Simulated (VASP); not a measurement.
Input of a VASP 6.6.1 run:

File POSCAR:

```
Ge
1.0
   -2.4958980000      2.6508630000      1.4369470000
    2.4958980000     -2.6508630000      1.4369470000
    2.4958980000      2.6508630000     -1.4369470000
Ge
2
Direct
    0.1859430000      0.9359430000      0.2500000000
    0.8140570000      0.0640570000      0.7500000000
```

Contents of INCAR.step1:

```
SYSTEM = Ge
PREC = Accurate ; ENCUT = 520
ISMEAR = -1 ; SIGMA = 0.15
LREAL = .False. ; LASPH = .True.
NELM = 60 ; NBANDS = 21
GGA = PE ; ALGO = Normal
EDIFF = 1E-4 ; LWAVE = .True.
LCHARG = .False.
```

The input INCAR.step2:

```
SYSTEM = Ge
PREC = Accurate ; ENCUT = 520
EDIFF = 1E-7 ; ISMEAR = -1
SIGMA = 0.15 ; LREAL = .False.
LASPH = .True. ; NELM = 60
ALGO = Normal ; ISIF = 2
LWAVE = .False. ; LCHARG = .False.
METAGGA = R2SCAN ; LMIXTAU = .True.
NBANDS = 21 ; ISTART = 1
```

Contents of KPOINTS:

```
regular mesh
0
Gamma
  5 5 5
  0 0 0
```

Potentials or basis: VASP PAW PBE potentials, release 64 (Ge_d).

Launch:

```sh
$ cat potpaw_PBE.64/Ge_d/POTCAR > POTCAR
$ cp INCAR.step1 INCAR
$ mpirun -np 1 vasp_std > vasp.out
$ cp INCAR.step2 INCAR
$ mpirun -np 1 vasp_std > vasp.out
```

What does it give for the band gap on the k mesh?

Zero (band 14 reaches 8.94 eV, above the bottom of band 15 at 4.43 eV).

Estimate the largest force.

0.119 eV/Å.

What does it give for the pressure?

-0.5 GPa.

Stress tensor (GPa, compression positive):
```
 2.35  0.00  0.00
 0.00 -0.27  0.00
 0.00  0.00 -3.56
```

Caveat: the k points lie up to 0.50 Å⁻¹ apart; the PAW data sets were made with another functional, which shifts forces and pressure a little.
